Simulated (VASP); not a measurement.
# MgO2 (R-3m) in VASP: a series of runs, part 2 of 3

VASP 6.6.1. Earlier steps stand in the parts before.

### Step 3. Single point, r2SCAN (strain -0.015 along x and y, +0.015 along z)

Contents of POSCAR:

```
MgO2
1.0
    1.5806896008      0.9126115665      3.5463885580
   -1.5806896008      0.9126115665      3.5463885580
    0.0000000000     -1.8252231330      3.5463885580
Mg O
1 2
Direct
    0.0000000000      0.0000000000      0.0000000000
    0.4287860000      0.4287860000      0.4287860000
    0.5712140000      0.5712140000      0.5712140000
```

Contents of INCAR.step1:

```
SYSTEM = MgO2
  PREC = Accurate
  ENCUT = 520
  ISMEAR = 0
  SIGMA = 0.05
  LREAL = .FALSE.
  LASPH = .TRUE.
  NELM = 80
  NBANDS = 14
  GGA = PE
  ALGO = Normal
  EDIFF = 1E-4
  LWAVE = .TRUE.
  LCHARG = .FALSE.
```

Contents of INCAR.step2:

```
SYSTEM = MgO2
  PREC = Accurate
  ENCUT = 520
  EDIFF = 1E-6
  ISMEAR = 0
  SIGMA = 0.05
  LREAL = .FALSE.
  LASPH = .TRUE.
  NELM = 80
  ALGO = Normal
  ISIF = 2
  LWAVE = .FALSE.
  LCHARG = .TRUE.
  METAGGA = R2SCAN
  LMIXTAU = .TRUE.
  LELF = .TRUE.
  LVHAR = .TRUE.
  NBANDS = 14
  ISTART = 1
```

Contents of KPOINTS:

```
regular mesh
0
G
  12 12 12
  0 0 0
```

Potentials or basis: VASP PAW PBE potentials, release 64 (Mg, O).

Run with:

```
> cat potpaw_PBE.64/Mg/POTCAR potpaw_PBE.64/O/POTCAR > POTCAR
> cp INCAR.step1 INCAR
> mpirun -np 1 vasp_std > vasp.out
> cp INCAR.step2 INCAR
> mpirun -np 1 vasp_std > vasp.out
```

OUTCAR:

```text
SYSTEM = MgO2
   PREC = Accurate
   ENCUT = 520
   EDIFF = 1E-6
   ISMEAR = 0
   LREAL = .FALSE.
   LASPH = .TRUE.
   NELM = 80
   ISIF = 2
   METAGGA = R2SCAN
   ISTART = 1

 ion  position               nearest neighbor table
   1  0.000  0.000  0.000-   3 2.09   2 2.09   3 2.09   3 2.09   2 2.09   2 2.09
   2  0.429  0.429  0.429-   3 1.52   1 2.09   1 2.09   1 2.09
   3  0.571  0.571  0.571-   2 1.52   1 2.09   1 2.09   1 2.09

  LATTYP: Found a trigonal (rhomboedric) cell.
 ALAT       =     3.9885224444
 COS(alpha) =     0.6858774551

  Lattice vectors:

 A1 = (   1.5806896008,   0.9126115665,   3.5463885580)
 A2 = (  -1.5806896008,   0.9126115665,   3.5463885580)
 A3 = (   0.0000000000,  -1.8252231330,   3.5463885580)

Analysis of symmetry for initial positions (statically):
=====================================================================
 Subroutine PRICEL returns:
 Original cell was already a primitive cell.

 Routine SETGRP: Setting up the symmetry group for a
 trigonal (rhombohedral) supercell.

 Subroutine GETGRP returns: Found 12 space group operations
 (whereof 12 operations were pure point group operations)
 out of a pool of 12 trial point group operations.

The static configuration has the point symmetry D_3d.

Analysis of symmetry for dynamics (positions and initial velocities):
=====================================================================
 Subroutine PRICEL returns:
 Original cell was already a primitive cell.

 Routine SETGRP: Setting up the symmetry group for a
 trigonal (rhombohedral) supercell.

 Subroutine GETGRP returns: Found 12 space group operations
 (whereof 12 operations were pure point group operations)
 out of a pool of 12 trial point group operations.

The dynamic configuration has the point symmetry D_3d.

 Subroutine INISYM returns: Found 12 space group operations
 (whereof 12 operations are pure point group operations),
 and found     1 'primitive' translations

----------------------------------------------------------------------------------------

                                     Primitive cell

  volume of cell :      30.6952

  direct lattice vectors                    reciprocal lattice vectors
     1.580689601  0.912611566  3.546388558     0.316317637  0.182626073  0.093992333
    -1.580689601  0.912611566  3.546388558    -0.316317637  0.182626073  0.093992333
     0.000000000 -1.825223133  3.546388558     0.000000000 -0.365252146  0.093992333

  length of vectors
     3.988522444  3.988522444  3.988522444     0.377152077  0.377152077  0.377152077

  position of ions in fractional coordinates (direct lattice)
     0.000000000  0.000000000  0.000000000
     0.428786000  0.428786000  0.428786000
     0.571214000  0.571214000  0.571214000

  ion indices of the primitive-cell ions
   primitive index   ion index
                 1           1
                 2           2
                 3           3

----------------------------------------------------------------------------------------

 KPOINTS: regular mesh

Automatic generation of k-mesh.
 Grid dimensions read from file:
 generate k-points for:   12   12   12
[... 47 lines left out ...]
   number of dos      NEDOS =    301   number of ions     NIONS =      3
   total plane-waves  NPLWV =  27000
   dimension x,y,z NGX =    30 NGY =   30 NGZ =   30
   dimension x,y,z NGXF=    60 NGYF=   60 NGZF=   60
   ions per type =               1   2
   NGX,Y,Z   is equivalent  to a cutoff of  12.50, 12.50, 12.50 a.u.
   NGXF,Y,Z  is equivalent  to a cutoff of  25.01, 25.01, 25.01 a.u.
 SYSTEM =  MgO2
   PREC   = accura    normal or accurate (medium, high low for compatibility)
   ISTART =      1    job   : 0-new  1-cont  2-samecut
   ICHARG =      0    charge: 1-file 2-atom 10-const
   ISPIN  =      1    spin polarized calculation?
   LNONCOLLINEAR =      F non collinear calculations
   LSORBIT =      F    spin-orbit coupling
   LASPH  =      T    aspherical Exc in radial PAW
   ENCUT  =  520.0 eV  38.22 Ry    6.18 a.u.   7.42  7.42  7.42*2*pi/ulx,y,z
   NELM   =     80;   NELMIN=  2; NELMDL=  0     # of ELM steps
   EDIFF  = 0.1E-05   stopping-criterion for ELM
   LREAL  =      F    real-space projection
   EDIFFG = 0.1E-04   stopping-criterion for IOM
   NSW    =      0    number of steps for IOM
   IBRION =     -1    ionic relax: 0-MD 1-quasi-New 2-CG
   NFREE  =      0    steps in history (QN), initial steepest desc. (CG)
   ISIF   =      2    stress and relaxation
   ISYM   =      2    0-nonsym 1-usesym 2-fastsym
   POTIM  = 0.5000    time-step for ionic-motion
   TEBEG  =    0.0;   TEEND  =   0.0 temperature during run
   PSTRESS=    0.0 pullay stress
   NELECT =      14.0000    total number of electrons
   NUPDOWN=      -1.0000    fix difference up-down
   EMIN   =  10.00;   EMAX   =-10.00  energy-range for DOS
   EFERMI =   0.00;   METHOD = LEGACY
   ISMEAR =     0;   SIGMA  =   0.05  broadening in eV -4-tet -1-fermi 0-gaus
   EFERMI_NEDOS =   21; number of points for ismear=-14 and -15
   IALGO  =     38    algorithm
   IMIX   =      4    mixing-type and parameters
     AMIX     =   0.40;   BMIX     =  1.00
     AMIX_MAG =   1.60;   BMIX_MAG =  1.00
  volume/ion in A,a.u.               =      10.23        69.05
  Fermi-wavevector in a.u.,A,eV,Ry     =   1.260165  2.381367 21.606272  1.588016
  Thomas-Fermi vector in A             =   2.393688
   LORBIT       =      0    0 simple, 1 ext, 2 COOP (PROOUT), +10 PAW based schemes
   METAGGA = R2SCAN    functional components
   LHFCALC =     F    Hartree Fock is set to
   AEXX    =    0.0000 exact exchange contribution
   IVDW    =     0    specifies the selected vdW correction
   LEPSILON=     F    determine dielectric tensor
   LRPA    =     F    only Hartree local field effects (RPA)
 non-spin polarized calculation
 Gauss-broadening in eV      SIGMA  =   0.05
  energy-cutoff  :      520.00
  volume of cell :       30.70
 maximum number of plane-waves:       838
 NGX is ok and might be reduce to    30
   NGX = 15   NGY = 15   NGZ = 15

 number of electron      14.0000002 magnetization

 Free energy of the ion-electron system (eV)
  ---------------------------------------------------
  ext. energy  EPLUGINS =         0.00000000
  ---------------------------------------------------
  free energy    TOTEN  =       -21.54637094 eV

  energy without entropy =      -21.54637094  energy(sigma->0) =      -21.54637094

 E-fermi :   2.4369     XC(G=0): -10.8432

 val. band max:        2.2010027507   @ k =   0.5000   0.5000   0.5000
 cond. band min:       4.7607917911   @ k =   0.5000   0.5000   0.5000
 fundamental gap:      2.5597890404
 Fermi energy:         2.4369398619

 k-point     1 :       0.0000    0.0000    0.0000
  band No.  band energies     occupation
      1     -19.8277      2.00000
      2     -13.3672      2.00000
      3      -5.2774      2.00000
      4      -0.9872      2.00000
      5      -0.9872      2.00000
      6       1.4064      2.00000
      7       1.4064      2.00000
      8       7.5170      0.00000
      9       7.8788      0.00000
     10      15.2886      0.00000
     11      17.2912      0.00000
     12      18.4876      0.00000
     13      18.4876      0.00000
     14      20.4296      0.00000
[... 377 lines left out ...]
      1     -19.2414      2.00000
      2     -13.6622      2.00000
      3      -4.2861      2.00000
      4      -3.4161      2.00000
      5      -1.7829      2.00000
      6       0.7372      2.00000
      7       0.9430      2.00000
      8       6.7290      0.00000
      9      12.7260      0.00000
     10      13.8831      0.00000
     11      16.0833      0.00000
     12      17.6746      0.00000
     13      17.9361      0.00000
     14      21.1072      0.00000

 [... further k-points ...]

------------------------ aborting loop because EDIFF is reached ----------------------------------------

  FORCE on cell =-STRESS in cart. coord.  units (eV):
  Direction    XX          YY          ZZ          XY          YZ          ZX
  --------------------------------------------------------------------------------------
  -------------------------------------------------------------------------------------
  Total       -0.3466945     -0.3466945     -2.4378500      0.0000000     -0.0000000      0.0000000
  in kB      -18.0962013    -18.0962013   -127.2469659      0.0000000     -0.0000000      0.0000000
  external PRESSURE =     -54.4797895 kB  Pullay stress =       0.0000000 kB

 VOLUME and BASIS-vectors are now :
 -----------------------------------------------------------------------------
  energy-cutoff  :      520.00
  volume of cell :       30.70
      direct lattice vectors                 reciprocal lattice vectors
     1.580689601  0.912611566  3.546388558     0.316317637  0.182626073  0.093992333
    -1.580689601  0.912611566  3.546388558    -0.316317637  0.182626073  0.093992333
     0.000000000 -1.825223133  3.546388558     0.000000000 -0.365252146  0.093992333

 POSITION                                       TOTAL-FORCE (eV/Angst)
 -----------------------------------------------------------------------------------
      0.00000      0.00000      0.00000         0.000000     -0.000000     -0.000000
      0.00000      0.00000      4.56193         0.000000     -0.000000      0.517808
      0.00000      0.00000      6.07724         0.000000      0.000000     -0.517808
 -----------------------------------------------------------------------------------
    total drift:                                0.000000     -0.000000      0.000000

  FREE ENERGIE OF THE ION-ELECTRON SYSTEM (eV)
  ---------------------------------------------------
  free  energy   TOTEN  =       -21.5463709422 eV

  energy  without entropy=      -21.5463709422  energy(sigma->0) =      -21.54637094
```

Run time: 6.2 min. Hardware: 1 thread of Intel Xeon Platinum 8259CL at 2.50GHz (Skylake/Cascade Lake), shared host; peak memory 0.23 GiB.

What came out:

```
Free energy            : -21.5464 eV
Pressure               : -5.4 GPa
Largest force          : 0.518 eV/Å
Band gap on the k mesh : 2.56 eV
```

Forces on the atoms (eV/Å):
```
Mg   0.000  0.000  0.000
O    0.000  0.000  0.518
O    0.000  0.000 -0.518
```

Stress tensor (GPa, compression positive):
```
 -1.81   0.00   0.00
  0.00  -1.81   0.00
  0.00   0.00 -12.72
```

Levels at points of the mesh, in eV from the valence-band top:
| k point | band 4 | band 5 | band 6 | band 7 | band 8 | band 9 | band 10 | band 11 |
| --- | --- | --- | --- | --- | --- | --- | --- | --- |
| (0.00, 0.00, 0.00) | -3.19 | -3.19 | -0.79 | -0.79 | 5.32 | 5.68 | 13.09 | 15.09 |
| (0.50, 0.00, 0.00) | -6.00 | -3.56 | -1.24 | -1.24 | 4.56 | 9.77 | 11.73 | 13.82 |
| (0.50, 0.50, 0.00) | -5.35 | -4.21 | -2.19 | -0.19 | 3.85 | 9.06 | 12.40 | 13.66 |
| (0.50, 0.50, 0.50) | -3.71 | -3.71 | 0.00 | 0.00 | 2.56 | 6.12 | 10.54 | 15.79 |

Caveat: the cell differs from its parent crystal (strain -0.015 along x and y, +0.015 along z); the cell stands under tension; the PAW data sets were made with another functional, which shifts forces and pressure a little. A k mesh can miss the band edges.

(Continued in part 3 of 3.)
